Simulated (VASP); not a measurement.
Runs of VASP 6.6.1 on PbS. The structure is that of space group P6_3/mmc (No. 194), or close to it. The cells are those of the table. 

| task | level | spin | cell | k mesh | cutoff (eV) | gap on the mesh (eV) | pressure (GPa) | relaxed volume (Å³/atom) |
| --- | --- | --- | --- | --- | --- | --- | --- | --- |
| single point | PBE | non-collinear, zero start, SOC | a = 4.123, b = 4.123, c = 7.334 Å, angles 90.0, 90.0, 120.0°, 4 atoms | 12 × 12 × 4 | 500 | - | 0.8 | - |
| single point | r2SCAN | off | a = 4.123, b = 4.123, c = 7.334 Å, angles 90.0, 90.0, 120.0°, 4 atoms | 12 × 12 × 4 | 550 | 0.25 | 0.0 | - |
| relaxation of cell and atoms | PBE | off | relaxed from a = 3.753, b = 3.753, c = 6.117 Å, angles 90.0, 90.0, 120.0°, 4 atoms | 12 × 12 × 4 | 500 | 0.01 | 0.0 | (a) |
| relaxation of cell and atoms | r2SCAN | off | relaxed from a = 4.154, b = 4.154, c = 7.360 Å, angles 90.0, 90.0, 120.0°, 4 atoms | 6 × 6 × 4 | 550 | 0.25 | 0.0 | 26.99 |

Alike in all rows: potentials or basis VASP PAW PBE potentials, release 64 (Pb_d, S); smearing fermi-dirac 0.02 eV.

**Question.** Fill in the values left out.

**Answer.** (a) 27.44.

Caveats: spin-orbit coupling is left out, which moves the levels of the heavy elements (at least some runs); the PAW data sets were made with another functional, which shifts forces and pressure a little (at least some runs); the volume moved by over 15 % at a fixed basis, so the end points are rough (at least some runs).

A k mesh can miss the band edges, and rows without SOC leave out spin-orbit coupling on Pb.
